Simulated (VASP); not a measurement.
# TePb (Fm-3m) in VASP: notebook, part 2 of 2

VASP 6.6.1.

**3. Relaxation of cell and atoms, PBEsol**

This run uses another cell than the first one, of 33.73 Å³/atom, 1.009 times its volume.

INCAR

```
PREC = Accurate ; ENCUT = 600
EDIFF = 1E-6 ; ISMEAR = -1
SIGMA = 0.1 ; LREAL = F
LASPH = T ; NELM = 80
ALGO = Normal ; ISIF = 3
LWAVE = F ; LCHARG = F
GGA = PS ; IBRION = 2
NSW = 100 ; EDIFFG = -0.002
```

KPOINTS

```
Automatic mesh
0
Gamma
  10 10 10
```

POSCAR

```
TePb
1.0
    0.0000000000      3.2310000000      3.2310000000
    3.2310000000      0.0000000000      3.2310000000
    3.2310000000      3.2310000000      0.0000000000
Te Pb
1 1
Direct
    0.5000000000      0.5000000000      0.5000000000
    0.0000000000      0.0000000000      0.0000000000
```

Potentials or basis: VASP PAW PBE potentials, release 64 (Te, Pb_d).

Run with:

```sh
$ cat potpaw_PBE.64/Te/POTCAR potpaw_PBE.64/Pb_d/POTCAR > POTCAR
$ mpirun -np 1 vasp_std > vasp.out
```

OUTCAR:

```text
PREC = Accurate
   ENCUT = 600
   EDIFF = 1E-6
   ISMEAR = -1
   LREAL = F
   LASPH = T
   NELM = 80
   ISIF = 3
   GGA = PS
   IBRION = 2
   NSW = 100
   EDIFFG = -0.002

 ion  position               nearest neighbor table
   1  0.500  0.500  0.500-   2 3.23   2 3.23   2 3.23   2 3.23   2 3.23   2 3.23
   2  0.000  0.000  0.000-   1 3.23   1 3.23   1 3.23   1 3.23   1 3.23   1 3.23

  LATTYP: Found a face centered cubic cell.
 ALAT       =     6.4620000000

  Lattice vectors:

 A1 = (   0.0000000000,   3.2310000000,   3.2310000000)
 A2 = (   3.2310000000,   0.0000000000,   3.2310000000)
 A3 = (   3.2310000000,   3.2310000000,   0.0000000000)

Analysis of symmetry for initial positions (statically):
=====================================================================
 Subroutine PRICEL returns:
 Original cell was already a primitive cell.

 Routine SETGRP: Setting up the symmetry group for a
 face centered cubic supercell.

 Subroutine GETGRP returns: Found 48 space group operations
 (whereof 48 operations were pure point group operations)
 out of a pool of 48 trial point group operations.

The static configuration has the point symmetry O_h .

Analysis of symmetry for dynamics (positions and initial velocities):
=====================================================================
 Subroutine PRICEL returns:
 Original cell was already a primitive cell.

[... 227 lines left out ...]

 number of electron      19.9999998 magnetization

 Free energy of the ion-electron system (eV)
  ---------------------------------------------------
  ext. energy  EPLUGINS =         0.00000000
  ---------------------------------------------------
  free energy    TOTEN  =        -8.25952463 eV

  energy without entropy =       -8.25873843  energy(sigma->0) =       -8.25913153

 E-fermi :   5.9551     XC(G=0):  -9.5093

 val. band max:        5.5734503431   @ k =   0.5000   0.0000   0.0000
 cond. band min:       6.2237163343   @ k =   0.5000   0.0000   0.0000
 fundamental gap:      0.6502659912
 Fermi energy:         5.9550820907

 k-point     1 :       0.0000    0.0000    0.0000
  band No.  band energies     occupation
      1     -11.0698      2.00000
      2     -11.0698      2.00000
      3     -11.0582      2.00000
      4     -11.0582      2.00000
      5     -11.0582      2.00000
      6      -6.5340      2.00000
      7      -0.0199      2.00000
      8       4.2057      2.00000
      9       4.2057      2.00000
     10       4.2057      2.00000
     11       9.6398      0.00000
     12       9.6398      0.00000
     13       9.6398      0.00000
     14      11.3107      0.00000
[... 377 lines left out ...]
      1     -11.1168      2.00000
      2     -11.0651      2.00000
      3     -11.0626      2.00000
      4     -11.0376      2.00000
      5     -11.0365      2.00000
      6      -5.2519      2.00000
      7      -1.8261      2.00000
      8       2.3914      2.00000
      9       3.0576      2.00000
     10       3.1258      2.00000
     11       9.1950      0.00000
     12       9.9949      0.00000
     13      10.1962      0.00000
     14      10.4081      0.00000

 [... further k-points ...]
[... 5 lines left out ...]
  --------------------------------------------------------------------------------------
  -------------------------------------------------------------------------------------
  Total       -0.0033256     -0.0033256     -0.0033256      0.0000000     -0.0000000      0.0000000
  in kB       -0.0796756     -0.0796756     -0.0796756      0.0000000     -0.0000000      0.0000000
  external PRESSURE =      -0.0796756 kB  Pullay stress =       0.0000000 kB
[... 17 lines left out ...]
  FREE ENERGIE OF THE ION-ELECTRON SYSTEM (eV)
  ---------------------------------------------------
  free  energy   TOTEN  =        -8.2595246335 eV

  energy  without entropy=       -8.2587384252  energy(sigma->0) =       -8.25913153

 reached required accuracy - stopping structural energy minimisation
```

It took 47 s on 1 thread of Intel Xeon 6975P-C (Granite Rapids), shared host; peak memory 0.27 GiB.

Results:

| Item | Value |
| --- | --- |
| Free energy | -8.2595 eV |
| Relaxed volume | 33.44 Å³/atom |
| Relaxed cell | a = 4.556 Å, b = 4.556 Å, c = 4.556 Å, α = 60.00°, β = 60.00°, γ = 60.00° |
| Space group after relaxing (to 0.05 Å) | Fm-3m (No. 225) |
| Energy gained by relaxing | 0.4 meV/atom |
| Ionic steps | 3 |
| Pressure after relaxing | 0.0 GPa |
| Band gap on the k mesh | 0.65 eV, direct |

Step by step:
```tsv
step	energy change (eV)	largest force (eV/Å)	pressure (GPa)	volume (Å³)
1	0.0000	0.0000	-0.40	67.46
2	-0.0006	0.0000	0.16	66.64
3	-0.0007	0.0000	-0.01	66.87
```

Final structure:
```cif
data_structure
_symmetry_space_group_name_H-M 'P 1'
_symmetry_Int_Tables_number 1
_cell_length_a 4.5561
_cell_length_b 4.5561
_cell_length_c 4.5561
_cell_angle_alpha 60.000
_cell_angle_beta 60.000
_cell_angle_gamma 60.000
_cell_volume 66.87
loop_
_atom_site_label
_atom_site_type_symbol
_atom_site_fract_x
_atom_site_fract_y
_atom_site_fract_z
_atom_site_occupancy
Te1 Te 0.50000 0.50000 0.50000 1
Pb1 Pb 0.00000 0.00000 0.00000 1
```

Levels at points of the mesh, in eV from the valence-band top:
| k point | band 6 | band 7 | band 8 | band 9 | band 10 | band 11 | band 12 | band 13 | band 14 |
| --- | --- | --- | --- | --- | --- | --- | --- | --- | --- |
| (0.00, 0.00, 0.00) | -12.11 | -5.59 | -1.37 | -1.37 | -1.37 | 4.07 | 4.07 | 4.07 | 5.74 |
| (0.50, 0.00, 0.00) | -10.64 | -8.65 | -0.90 | -0.90 | 0.00 | 0.65 | 1.22 | 1.22 | 8.30 |
| (0.50, 0.50, 0.00) | -10.38 | -7.32 | -4.59 | -2.85 | -2.85 | 3.17 | 5.49 | 5.49 | 6.73 |

Caveat: the PAW data sets were made with another functional, which shifts forces and pressure a little; spin-orbit coupling is left out, which moves the levels of the heavy elements.
